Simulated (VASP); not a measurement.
## HfS4: single point with PBE

Crystal: HfS4.

```xyz
5
Lattice="0.0000 3.9141 3.9141 3.9141 0.0000 3.9141 3.9141 3.9141 0.0000" Properties=species:S:1:pos:R:3 pbc="T T T"
Hf    3.9141    3.9141    3.9141
S     0.9743    0.9743    0.9743
S     2.9399    2.9399    0.9743
S     2.9399    0.9743    2.9399
S     0.9743    2.9399    2.9399
```

```json
{
  "Program": "VASP 6.6.1",
  "Task": "single point",
  "Functional": "PBE",
  "Potentials or basis": "VASP PAW PBE potentials, release 64 (Hf_pv, S)",
  "Cutoff": "520 eV",
  "k mesh": "4 × 4 × 4",
  "Occupations": "gaussian, width 0.1 eV",
  "Spin": "no spin polarisation",
  "Dipole correction": "no",
  "Further INCAR settings": "ALGO = Normal; EDIFF = 1e-06; NBANDS = 25"
}
```

The pressure is -8.7 GPa. The largest force is 0.190 eV/Å and the band gap on the k mesh is zero (band 17 reaches 5.08 eV, above the bottom of band 18 at 4.33 eV).

Forces on the atoms (eV/Å):
```
Hf   0.000  0.000  0.000
S    0.110  0.110  0.110
S   -0.110 -0.110  0.110
S   -0.110  0.110 -0.110
S    0.110 -0.110 -0.110
```

Levels at points of the mesh, in eV from the Fermi level:
```tsv
k point	band 14	band 15	band 16	band 17	band 18	band 19	band 20	band 21
(0.00, 0.00, 0.00)	-1.03	0.66	0.66	0.66	0.75	0.75	0.75	1.69
(0.50, 0.00, 0.00)	-2.56	-2.56	-2.49	-0.13	0.49	0.49	0.71	1.10
(0.50, 0.50, 0.00)	-2.77	-2.53	-2.53	-2.10	0.40	0.40	0.47	0.89
```

Wall time 53 s on 1 thread of Intel(R) Xeon(R) Platinum 8259CL CPU @ 2.50GHz (Skylake/Cascade Lake), with other jobs on the host, peak memory 0.25 GiB.

Caveat: spin-orbit coupling is left out, which moves the levels of the heavy elements.
